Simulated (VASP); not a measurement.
Wanted: the native input for a VASP 6.6.1 run.

```yaml
Task: single point
Functional: PBE
Potentials_or_basis: VASP PAW PBE potentials, release 64 (Ti_sv, C)
Cutoff: 520 eV
k_mesh: 11 × 11 × 11
Occupations: gaussian, width 0.012 eV
Spin: no spin polarisation
Dipole_correction: no
Further_INCAR_settings: ALGO = Normal; EDIFF = 1e-06; NBANDS = 15
```

The structure of TiC lies in POSCAR:

```
TiC
1.0
    0.0000000000      2.1657188437      2.1657188437
    2.1657188437      0.0000000000      2.1657188437
    2.1657188437      2.1657188437      0.0000000000
Ti C
1 1
Direct
    0.0000000000      0.0000000000      0.0000000000
    0.5000000000      0.5000000000      0.5000000000
```

One way to write it, as run:

INCAR

```
PREC = Accurate ; ENCUT = 520
EDIFF = 1E-6 ; ISMEAR = 0
SIGMA = 0.012 ; LREAL = False
LASPH = True ; NELM = 60
ALGO = Normal ; ISIF = 2
LWAVE = False ; LCHARG = False
GGA = PE ; NBANDS = 15
```

KPOINTS

```
regular mesh
0
Gamma
  11 11 11
```

Potentials or basis: VASP PAW PBE potentials, release 64 (Ti_sv, C).

Command:

```sh
$ cat potpaw_PBE.64/Ti_sv/POTCAR potpaw_PBE.64/C/POTCAR > POTCAR
$ mpirun -np 1 vasp_std > vasp.out
```

It gave:

```yaml
Pressure: 0.5 GPa
Band_gap_on_the_k_mesh: zero (band 8 reaches 10.10 eV, above the bottom of band 9 at 9.00 eV)
```

It took 24 s on 1 thread of AMD EPYC 7R43 64-Core Processor (Zen 3) (shared host), peak memory 0.11 GiB.
